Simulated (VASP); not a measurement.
# Al (Fm-3m) in VASP: notebook, part 2 of 2

VASP 6.6.1. Earlier steps stand in the parts before.

## Step 3: Relaxation of volume and atoms at fixed shape, PBEsol

This run uses another cell than the first one, of 16.60 Å³/atom, 1.033 times its volume.

File INCAR:

```
ALGO = Normal
EDIFF = 1E-6
EDIFFG = -0.01
ENCUT = 600
GGA = PS
IBRION = 2
ISIF = 8
ISMEAR = 1
LASPH = True
LCHARG = False
LREAL = False
LWAVE = False
NELM = 60
NSW = 60
PREC = Accurate
SIGMA = 0.05
```

File KPOINTS:

```
k-points
0
Gamma
  7 7 7
```

File POSCAR:

```
Al
1.0
    0.0000000000      2.0248100000      2.0248100000
    2.0248100000      0.0000000000      2.0248100000
    2.0248100000      2.0248100000      0.0000000000
Al
1
Direct
    0.0000000000      0.0000000000      0.0000000000
```

Potentials or basis: VASP PAW PBE potentials, release 64 (Al).

The run is started by

```sh
> cat potpaw_PBE.64/Al/POTCAR > POTCAR
> mpirun -np 1 vasp_std > vasp.out
```

OUTCAR:

```text
EDIFF = 1E-6
   EDIFFG = -0.01
   ENCUT = 600
   GGA = PS
   IBRION = 2
   ISIF = 8
   ISMEAR = 1
   LASPH = True
   LREAL = False
   NELM = 60
   NSW = 60
   PREC = Accurate

 ion  position               nearest neighbor table
   1  0.000  0.000  0.000-

  LATTYP: Found a face centered cubic cell.
 ALAT       =     4.0496200000

  Lattice vectors:

 A1 = (   0.0000000000,   2.0248100000,   2.0248100000)
 A2 = (   2.0248100000,   0.0000000000,   2.0248100000)
 A3 = (   2.0248100000,   2.0248100000,   0.0000000000)

Analysis of symmetry for initial positions (statically):
=====================================================================
 Subroutine PRICEL returns:
 Original cell was already a primitive cell.

 Routine SETGRP: Setting up the symmetry group for a
 face centered cubic supercell.

 Subroutine GETGRP returns: Found 48 space group operations
 (whereof 48 operations were pure point group operations)
 out of a pool of 48 trial point group operations.

The static configuration has the point symmetry O_h .

Analysis of symmetry for dynamics (positions and initial velocities):
=====================================================================
 Subroutine PRICEL returns:
[... 140 lines left out ...]

--------------------------------------- Ionic step        1  -------------------------------------------

 number of electron       3.0000000 magnetization

 Free energy of the ion-electron system (eV)
  ---------------------------------------------------
  ext. energy  EPLUGINS =         0.00000000
  ---------------------------------------------------
  free energy    TOTEN  =        -4.13383911 eV

  energy without entropy =       -4.13384815  energy(sigma->0) =       -4.13384212

------------------------ aborting loop because EDIFF is reached ----------------------------------------

  FORCE on cell =-STRESS in cart. coord.  units (eV):
  Direction    XX          YY          ZZ          XY          YZ          ZX
  --------------------------------------------------------------------------------------
  -------------------------------------------------------------------------------------
  Total       -0.2883456     -0.2883456     -0.2883456      0.0000000     -0.0000000     -0.0000000
  in kB      -27.8253820    -27.8253820    -27.8253820      0.0000000     -0.0000000     -0.0000000
  external PRESSURE =     -27.8253820 kB  Pullay stress =       0.0000000 kB
[... 57 lines left out ...]
--------------------------------------- Ionic step        3  -------------------------------------------

 number of electron       3.0000000 magnetization

 Free energy of the ion-electron system (eV)
  ---------------------------------------------------
  ext. energy  EPLUGINS =         0.00000000
  ---------------------------------------------------
  free energy    TOTEN  =        -4.13858119 eV

  energy without entropy =       -4.13814214  energy(sigma->0) =       -4.13843484

 E-fermi :   8.3513     XC(G=0): -10.3525

 val. band max:        8.3437208580   @ k =  -0.2857   0.2857   0.0000
 cond. band min:       8.4769852845   @ k =  -0.2857   0.4286   0.1429
 fundamental gap:      0.1332644265
 Fermi energy:         8.3513321674

 k-point     1 :       0.0000    0.0000    0.0000
  band No.  band energies     occupation
      1      -3.0844      2.00000
      2      20.9716      0.00000
      3      20.9716      0.00000
      4      20.9716      0.00000
      5      22.6633      0.00000
[... 178 lines left out ...]
  FREE ENERGIE OF THE ION-ELECTRON SYSTEM (eV)
  ---------------------------------------------------
  free  energy   TOTEN  =        -4.1385811932 eV

  energy  without entropy=       -4.1381421370  energy(sigma->0) =       -4.13843484

 reached required accuracy - stopping structural energy minimisation
```

Wall time 2.7 s (1 thread of AMD EPYC 9R45 (Zen 5), shared host); peak memory 0.1 GiB.

Results:

```
Free energy                            : -4.1386 eV
Relaxed volume                         : 16.07 Å³/atom
Relaxed cell                           : a = 2.833 Å, b = 2.833 Å, c = 2.833 Å, α = 60.00°, β = 60.00°, γ = 60.00°
Space group after relaxing (to 0.05 Å) : Fm-3m (No. 225)
Energy gained by relaxing              : 4.7 meV/atom
Ionic steps                            : 3
Pressure after relaxing                : 0.0 GPa
```

Step by step:
| step | energy change (eV) | largest force (eV/Å) | pressure (GPa) | volume (Å³) |
| --- | --- | --- | --- | --- |
| 1 | 0.0000 | 0.0000 | -2.78 | 16.60 |
| 2 | -0.0043 | 0.0000 | 0.87 | 15.92 |
| 3 | -0.0047 | 0.0000 | 0.01 | 16.07 |

Final structure:
```
Al
1.0
     0.00000    2.00292    2.00292
     2.00292    0.00000    2.00292
     2.00292    2.00292    0.00000
Al
1
Cartesian
  0.0000 0.0000 0.0000
```

Caveat: the k points lie up to 0.39 Å⁻¹ apart in the final cell; the PAW data sets were made with another functional, which shifts forces and pressure a little.
